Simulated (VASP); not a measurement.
Input of a VASP 6.6.1 run:

The input POSCAR:

```
Te2S3
1.0
    4.1911549997      0.0000000000      0.0000000000
   -2.0955774998      3.6296467009      0.0000000000
    0.0000000000      0.0000000000      8.5755519361
Te S
2 3
Direct
    0.3333333333      0.6666666667      0.1894024757
    0.6666666667      0.3333333333      0.8105975243
    0.0000000000      0.0000000000      0.0000000000
    0.3333333333      0.6666666667      0.6791868742
    0.6666666667      0.3333333333      0.3208131258
```

Contents of INCAR.step1:

```
SYSTEM = Te2S3
  PREC = Accurate
  ENCUT = 520
  ISMEAR = 0
  SIGMA = 0.1
  LREAL = .False.
  LASPH = .True.
  NELM = 100
  NBANDS = 23
  GGA = PE
  ALGO = Normal
  EDIFF = 1E-4
  LWAVE = .True.
  LCHARG = .False.
```

The input INCAR.step2:

```
SYSTEM = Te2S3
  PREC = Accurate
  ENCUT = 520
  EDIFF = 1E-6
  ISMEAR = 0
  SIGMA = 0.1
  LREAL = .False.
  LASPH = .True.
  NELM = 100
  ALGO = Normal
  ISIF = 2
  LWAVE = .False.
  LCHARG = .False.
  METAGGA = R2SCAN
  LMIXTAU = .True.
  NBANDS = 23
  ISTART = 1
```

Contents of KPOINTS:

```
Automatic mesh
0
Gamma
  12 12 6
  0 0 0
```

Potentials or basis: VASP PAW PBE potentials, release 64 (Te, S).

Run with:

```bash
$ cat potpaw_PBE.64/Te/POTCAR potpaw_PBE.64/S/POTCAR > POTCAR
$ cp INCAR.step1 INCAR
$ mpirun -np 1 vasp_std > vasp.out
$ cp INCAR.step2 INCAR
$ mpirun -np 1 vasp_std > vasp.out
```

**Question.** Predict the band gap on the k mesh.

**Answer.** Zero (bands 15 and 16 overlap by 2.17 eV).

**Question.** Estimate the largest force.

**Answer.** 0.011 eV/Å.

Forces on the atoms (eV/Å):
```
Te   0.000  0.000 -0.002
Te   0.000  0.000  0.002
S    0.000  0.000  0.000
S    0.000  0.000  0.011
S    0.000  0.000 -0.011
```

Caveat: the PAW data sets were made with another functional, which shifts forces and pressure a little; spin-orbit coupling is left out, which moves the levels of the heavy elements.
